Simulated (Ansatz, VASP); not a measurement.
# Cs2Ta2AlPt: VASP beside Ansatz

```
Cs Ta Al Pt
1.0
     5.83552    0.00000    0.00000
     0.00000    5.83552    0.00000
     0.00000    0.00000    5.70365
Cs Ta Al Pt
2 2 1 1
Direct
  0.00000 0.00000 0.50000
  0.50000 0.50000 0.50000
  0.50000 0.00000 0.50000
  0.00000 0.50000 0.50000
  0.00000 0.00000 0.00000
  0.50000 0.50000 0.00000
```

Alike in both runs: functional PBE; k mesh 8 × 8 × 8; occupations gaussian, width 0.1 eV; no spin polarisation.

Ansatz relaxed the structure, and its values are those at the end. VASP's run is a single point on that final structure, the one shown.

|  | VASP | Ansatz |
| --- | --- | --- |
| version | VASP 6.6.1 | Ansatz 0.2.0 |
| potentials or method | VASP PAW PBE potentials, release 64 (Cs_sv, Ta_pv, Al, Pt), cutoff 520 eV | scalar-relativistic, plane waves, PAW |
| valence electrons in the cell | 53 | 65 |

```csv
,VASP,Ansatz,Ansatz less VASP
gap on the k mesh at the Fermi level (eV),none,none,-
pressure (GPa),0.6,0.0,-0.62
```

A gap of «none» marks a metal or a gap that the smearing closes. VASP's potentials hold 53 valence electrons a cell and Ansatz's 65, so a difference there can come from the potentials and not from the codes.

Neither program's run includes spin-orbit coupling.
